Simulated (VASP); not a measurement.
Wanted: the native input for a VASP 6.6.1 run.

- Task: single point
- Functional: r2SCAN
- Potentials or basis: VASP PAW PBE potentials, release 64 (Sr_sv, Y_sv)
- Cutoff: 520 eV
- k mesh: 4 × 4 × 4
- Occupations: gaussian, width 0.1 eV
- Spin: no spin polarisation
- Dipole correction: no
- Further INCAR settings: ALGO = Normal; EDIFF = 1e-07; NBANDS = 40

Sr2Y:

```
Sr Y
1.0
     0.00000    5.18567    5.18567
     5.18567    0.00000    5.18567
     5.18567    5.18567    0.00000
Sr Y
4 2
Direct
  0.62500 0.62500 0.62500
  0.12500 0.62500 0.62500
  0.62500 0.62500 0.12500
  0.62500 0.12500 0.62500
  0.00000 0.00000 0.00000
  0.25000 0.25000 0.25000
```

One way to write it, as run:

POSCAR

```
Sr2Y
1.0
    0.0000000000      5.1856685421      5.1856685421
    5.1856685421      0.0000000000      5.1856685421
    5.1856685421      5.1856685421      0.0000000000
Sr Y
4 2
Direct
    0.6250000000      0.6250000000      0.6250000000
    0.1250000000      0.6250000000      0.6250000000
    0.6250000000      0.6250000000      0.1250000000
    0.6250000000      0.1250000000      0.6250000000
    0.0000000000      0.0000000000      0.0000000000
    0.2500000000      0.2500000000      0.2500000000
```

INCAR.step1

```
PREC = Accurate
ENCUT = 520
ISMEAR = 0
SIGMA = 0.1
LREAL = False
LASPH = True
NELM = 60
NBANDS = 40
GGA = PE
ALGO = Normal
EDIFF = 1E-4
LWAVE = True
LCHARG = False
```

INCAR.step2

```
PREC = Accurate
ENCUT = 520
EDIFF = 1E-7
ISMEAR = 0
SIGMA = 0.1
LREAL = False
LASPH = True
NELM = 60
ALGO = Normal
ISIF = 2
LWAVE = False
LCHARG = False
METAGGA = R2SCAN
LMIXTAU = True
NBANDS = 40
ISTART = 1
```

KPOINTS

```
Automatic mesh
0
Gamma
  4 4 4
```

Potentials or basis: VASP PAW PBE potentials, release 64 (Sr_sv, Y_sv).

The run is started by

```sh
$ cat potpaw_PBE.64/Sr_sv/POTCAR potpaw_PBE.64/Y_sv/POTCAR > POTCAR
$ cp INCAR.step1 INCAR
$ mpirun -np 1 vasp_std > vasp.out
$ cp INCAR.step2 INCAR
$ mpirun -np 1 vasp_std > vasp.out
```

Results of the run:

| Item | Value |
| --- | --- |
| Pressure | 0.0 GPa |
| Band gap on the k mesh | zero (bands 31 and 32 overlap by 0.50 eV) |

Caveat: the PAW data sets were made with another functional, which shifts forces and pressure a little.

Run time: 26 min on 1 thread of Oxide Virtual Turin-like Processor, with other jobs on the host, peak memory 0.45 GiB.
